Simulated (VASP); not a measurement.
# C3H8 in VASP: further runs, part 2 of 2

VASP 6.6.1. The steps go on from the part before.

## (3) Relaxation of the atoms, PBE+D3(BJ)

Contents of INCAR:

```
PREC = Accurate
ENCUT = 520
EDIFF = 1E-6
ISMEAR = 0
SIGMA = 0.005
LREAL = False
LASPH = True
NELM = 80
ALGO = Normal
ISIF = 2
LWAVE = False
LCHARG = False
GGA = PE
IVDW = 12
IBRION = 2
NSW = 100
EDIFFG = -0.01
ISYM = 0
```

Contents of KPOINTS:

```
Automatic mesh
0
Gamma
  1 1 1
```

Contents of POSCAR:

```
H8C3
1.0
   14.9902669162      0.0000000000      0.0000000000
    0.0000000000     14.5000000000      0.0000000000
    0.0000000000      0.0000000000     15.0000000000
C H
3 8
Direct
    0.5681636141      0.5396571019      0.4722443705
    0.5024294152      0.4603687541      0.4864220394
    0.4123254316      0.4932637244      0.5166895960
    0.6330952590      0.5141136526      0.4505955211
    0.5411157995      0.5856390828      0.4198670921
    0.5747054530      0.5804639985      0.5343192743
    0.5307303476      0.4143609172      0.5398521829
    0.4975330209      0.4198744943      0.4257235310
    0.3669047410      0.4333772651      0.5270172123
    0.4153632364      0.5330587140      0.5801329079
    0.3814177972      0.5382911047      0.4635279001
```

Potentials or basis: VASP PAW PBE potentials, release 64 (C, H).

On the command line:

```console
$ cat potpaw_PBE.64/C/POTCAR potpaw_PBE.64/H/POTCAR > POTCAR
$ mpirun -np 1 vasp_gam > vasp.out
```

OUTCAR:

```text
PREC = Accurate
   ENCUT = 520
   EDIFF = 1E-6
   ISMEAR = 0
   LREAL = False
   LASPH = True
   NELM = 80
   ISIF = 2
   GGA = PE
   IVDW = 12
   IBRION = 2
   NSW = 100
   EDIFFG = -0.01
   ISYM = 0
 IVDW          = 12

 ion  position               nearest neighbor table
   1  0.568  0.540  0.472-   4 1.09   5 1.11   6 1.11   2 1.53
   2  0.502  0.460  0.486-   8 1.09   7 1.13   3 1.50   1 1.53
   3  0.412  0.493  0.517-  10 1.11   9 1.11  11 1.13   2 1.50
   4  0.633  0.514  0.451-   1 1.09
   5  0.541  0.586  0.420-   1 1.11
   6  0.575  0.580  0.534-   1 1.11
   7  0.531  0.414  0.540-   2 1.13
   8  0.498  0.420  0.426-   2 1.09
   9  0.367  0.433  0.527-   3 1.11
  10  0.415  0.533  0.580-   3 1.11
  11  0.381  0.538  0.464-   3 1.13

IMPORTANT INFORMATION: All symmetrisations will be switched off!
NOSYMM: (Re-)initialisation of all symmetry stuff for point group C_1.

----------------------------------------------------------------------------------------

                                     Primitive cell

  volume of cell :    3260.3831

  direct lattice vectors                    reciprocal lattice vectors
    14.990266916  0.000000000  0.000000000     0.066709953  0.000000000  0.000000000
     0.000000000 14.500000000  0.000000000     0.000000000  0.068965517  0.000000000
     0.000000000  0.000000000 15.000000000     0.000000000  0.000000000  0.066666667

  length of vectors
[... 120 lines left out ...]
 Free energy of the ion-electron system (eV)
  ---------------------------------------------------
  ext. energy  EPLUGINS =         0.00000000
  ---------------------------------------------------
  free energy    TOTEN  =       -56.97247584 eV

  energy without entropy =      -56.97247584  energy(sigma->0) =      -56.97247584

------------------------ aborting loop because EDIFF is reached ----------------------------------------

 Edisp (eV)   -0.16527

 E8    (eV) :    -0.0443
[... 132 lines left out ...]
  FREE ENERGIE OF THE ION-ELECTRON SYSTEM (eV)
  ---------------------------------------------------
  free  energy   TOTEN  =       -57.1841352998 eV

  energy  without entropy=      -57.1841352998  energy(sigma->0) =      -57.18413530

[... ionic steps 4 to 17 ...]

--------------------------------------- Ionic step       18  -------------------------------------------

 number of electron      20.0000000 magnetization

------------------------ aborting loop because EDIFF is reached ----------------------------------------
[... 93 lines left out ...]
--------------------------------------- Ionic step       20  -------------------------------------------

 number of electron      20.0000000 magnetization

 Free energy of the ion-electron system (eV)
  ---------------------------------------------------
  ext. energy  EPLUGINS =         0.00000000
  ---------------------------------------------------
  free energy    TOTEN  =       -57.03839226 eV

  energy without entropy =      -57.03839226  energy(sigma->0) =      -57.03839226

 E-fermi :  -7.5880     XC(G=0):  -0.4148

 val. band max:       -7.6115755002   @ k =   0.0000   0.0000   0.0000
 cond. band min:      -0.4458201195   @ k =   0.0000   0.0000   0.0000
 fundamental gap:      7.1657553807
 Fermi energy:        -7.5880321093

 k-point     1 :       0.0000    0.0000    0.0000
  band No.  band energies     occupation
      1     -19.1363      2.00000
      2     -16.5493      2.00000
      3     -14.1168      2.00000
      4     -10.9657      2.00000
      5     -10.4793      2.00000
      6      -9.4803      2.00000
[... 8 lines left out ...]
     15       0.3357      0.00000
     16       0.5650      0.00000
[... 40 lines left out ...]
  FREE ENERGIE OF THE ION-ELECTRON SYSTEM (eV)
  ---------------------------------------------------
  free  energy   TOTEN  =       -57.2028042871 eV

  energy  without entropy=      -57.2028042871  energy(sigma->0) =      -57.20280429

 reached required accuracy - stopping structural energy minimisation
```

OSZICAR:

```text
N       E                     dE             d eps       ncg     rms          rms(c)
DAV:   1     0.792419927352E+02    0.79242E+02   -0.54298E+03    48   0.672E+02
DAV:   2    -0.219384231796E+02   -0.10118E+03   -0.10018E+03    64   0.119E+02
DAV:   3    -0.577438447496E+02   -0.35805E+02   -0.35780E+02    32   0.598E+01
DAV:   4    -0.638287820770E+02   -0.60849E+01   -0.60846E+01    32   0.273E+01
[... 168 lines left out ...]
  19 F= -.57202785E+02 E0= -.57202785E+02  d E =-.143219E-04
       N       E                     dE             d eps       ncg     rms          rms(c)
DAV:   1    -0.570383917100E+02   -0.29636E-04   -0.83985E-04    32   0.225E-01    0.762E-03
DAV:   2    -0.570383918982E+02   -0.18824E-06   -0.10034E-05    32   0.234E-02    0.476E-03
DAV:   3    -0.570383922585E+02   -0.36026E-06   -0.10491E-06    40   0.805E-03
  20 F= -.57202804E+02 E0= -.57202804E+02  d E =-.189702E-04
```

CONTCAR:

```text
H8C3
   1.00000000000000
    14.9902669161999995    0.0000000000000000    0.0000000000000000
     0.0000000000000000   14.5000000000000000    0.0000000000000000
     0.0000000000000000    0.0000000000000000   15.0000000000000000
  C               H
     3     8
Direct
     0.5678660431274721    0.5399458206722102    0.4719728394116807
     0.5033268023767876    0.4598952806546315    0.4875567315125591
     0.4107672189801499    0.4926310571939198    0.5163927922237060
     0.6341083659403257    0.5157984586271867    0.4510182370181358
     0.5425584826979477    0.5866112373980193    0.4199368930752899
     0.5764510559178545    0.5810287089179385    0.5330532020911559
     0.5309088374543587    0.4132426846401306    0.5385724278448567
     0.4975998342012191    0.4184971347820957    0.4262083246124482
     0.3648878787437426    0.4346486787979262    0.5275292091156170
     0.4144651583381269    0.5325192917549850    0.5787066047798370
     0.3808444377220136    0.5376504561609576    0.4654443659147129

  0.00000000E+00  0.00000000E+00  0.00000000E+00
  0.00000000E+00  0.00000000E+00  0.00000000E+00
  0.00000000E+00  0.00000000E+00  0.00000000E+00
  0.00000000E+00  0.00000000E+00  0.00000000E+00
  0.00000000E+00  0.00000000E+00  0.00000000E+00
  0.00000000E+00  0.00000000E+00  0.00000000E+00
  0.00000000E+00  0.00000000E+00  0.00000000E+00
  0.00000000E+00  0.00000000E+00  0.00000000E+00
  0.00000000E+00  0.00000000E+00  0.00000000E+00
  0.00000000E+00  0.00000000E+00  0.00000000E+00
  0.00000000E+00  0.00000000E+00  0.00000000E+00
```

Run time: 26 min. Hardware: 1 thread of Intel Xeon Platinum 8375C at 2.90GHz (Ice Lake), shared host; peak memory 1.9 GiB.

What came out:

| Item | Value |
| --- | --- |
| Free energy | -57.2028 eV |
| Energy gained by relaxing | 5.9 meV/atom |
| Ionic steps | 20 |
| Largest force after relaxing | 0.009 eV/Å |
| Gap between the frontier levels | 7.17 eV |
| Dispersion energy per atom | -0.015 eV |

Forces on the atoms (eV/Å):
```
C   -0.008 -0.001 -0.003
C    0.000  0.002 -0.001
C   -0.004  0.003  0.000
H    0.006 -0.007  0.000
H    0.005  0.003 -0.004
H    0.005  0.002  0.002
H    0.002  0.001  0.004
H    0.000  0.006  0.000
H    0.002 -0.006  0.000
H   -0.004 -0.001 -0.001
H   -0.002 -0.001  0.004
```

The path:
| step | energy change (eV) | largest force (eV/Å) | pressure (GPa) |
| --- | --- | --- | --- |
| 1 | 0.0000 | 1.5535 | -0.02 |
| 2 | 0.2071 | 4.4125 | 0.04 |
| 3 | -0.0464 | 0.3373 | -0.01 |
| 4 | -0.0552 | 0.3181 | 0.01 |
| 5 | -0.0552 | 0.3118 | 0.01 |
| 6 | -0.0606 | 0.2117 | 0.02 |
| 7 | -0.0606 | 0.2128 | 0.02 |
| 8 | -0.0633 | 0.1197 | 0.01 |
| 9 | -0.0633 | 0.1300 | 0.01 |
| 10 | -0.0646 | 0.0634 | -0.01 |
| 11 | -0.0646 | 0.0619 | -0.01 |
| 12 | -0.0648 | 0.0797 | -0.01 |
| 13 | -0.0648 | 0.0537 | -0.01 |
| 14 | -0.0650 | 0.0270 | -0.01 |
| 15 | -0.0650 | 0.0269 | -0.01 |
| 16 | -0.0650 | 0.0147 | -0.01 |
| 17 | -0.0650 | 0.0178 | -0.01 |
| 18 | -0.0650 | 0.0183 | -0.01 |
| 19 | -0.0650 | 0.0123 | -0.01 |
| 20 | -0.0651 | 0.0090 | -0.01 |

Final structure:
```cif
data_structure
_symmetry_space_group_name_H-M 'P 1'
_symmetry_Int_Tables_number 1
_cell_length_a 14.9903
_cell_length_b 14.5000
_cell_length_c 15.0000
_cell_angle_alpha 90.000
_cell_angle_beta 90.000
_cell_angle_gamma 90.000
_cell_volume 3260.38
loop_
_atom_site_label
_atom_site_type_symbol
_atom_site_fract_x
_atom_site_fract_y
_atom_site_fract_z
_atom_site_occupancy
C1 C 0.56787 0.53995 0.47197 1
C2 C 0.50333 0.45990 0.48756 1
C3 C 0.41077 0.49263 0.51639 1
H1 H 0.63411 0.51580 0.45102 1
H2 H 0.54256 0.58661 0.41994 1
H3 H 0.57645 0.58103 0.53305 1
H4 H 0.53091 0.41324 0.53857 1
H5 H 0.49760 0.41850 0.42621 1
H6 H 0.36489 0.43465 0.52753 1
H7 H 0.41447 0.53252 0.57871 1
H8 H 0.38084 0.53765 0.46544 1
```

Levels at points of the mesh, in eV from the valence-band top:
```csv
k point,band 6,band 7,band 8,band 9,band 10,band 11,band 12,band 13,band 14,band 15
"(0.00, 0.00, 0.00)",-1.87,-1.37,-0.36,-0.31,0.00,7.17,7.81,7.84,7.89,7.95
```
